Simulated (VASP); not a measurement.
Write the native input for VASP 6.6.1 that does the following.

* Task: single point
* Functional: PBEsol
* Potentials or basis: VASP PAW PBE potentials, release 64 (Pd)
* Cutoff: 520 eV
* k mesh: 23 × 23 × 23
* Occupations: fermi-dirac, width 0.1 eV
* Spin: no spin polarisation
* Dipole correction: no
* Further INCAR settings: ALGO = Normal; EDIFF = 1e-06; NBANDS = 11

The structure of Pd lies in POSCAR:

```
Pd
1.0
    0.0000000000      1.9131572670      1.9131572670
    1.9131572670      0.0000000000      1.9131572670
    1.9131572670      1.9131572670      0.0000000000
Pd
1
Direct
    0.0000000000      0.0000000000      0.0000000000
```

This cell differs from its parent crystal: volume scaled by 0.96.

The input as run:

INCAR

```
ALGO = Normal
EDIFF = 1E-6
ENCUT = 520
GGA = PS
ISIF = 2
ISMEAR = -1
LASPH = T
LCHARG = T
LELF = T
LREAL = F
LVHAR = T
LWAVE = F
NBANDS = 11
NELM = 80
PREC = Accurate
SIGMA = 0.1
```

KPOINTS

```
k-points
0
Gamma
  23 23 23
```

Potentials or basis: VASP PAW PBE potentials, release 64 (Pd).

Launch:

```sh
$ cat potpaw_PBE.64/Pd/POTCAR > POTCAR
$ mpirun -np 1 vasp_std > vasp.out
```

It gave:

* Pressure: 8.6 GPa
* Band gap on the k mesh: zero (band 5 reaches 10.84 eV, above the bottom of band 6 at 9.12 eV)

Caveat: the PAW data sets were made with another functional, which shifts forces and pressure a little.

Wall time 58 s on 1 thread of Intel(R) Xeon(R) Platinum 8259CL CPU @ 2.50GHz (Skylake/Cascade Lake), on a shared host, peak memory 0.17 GiB.
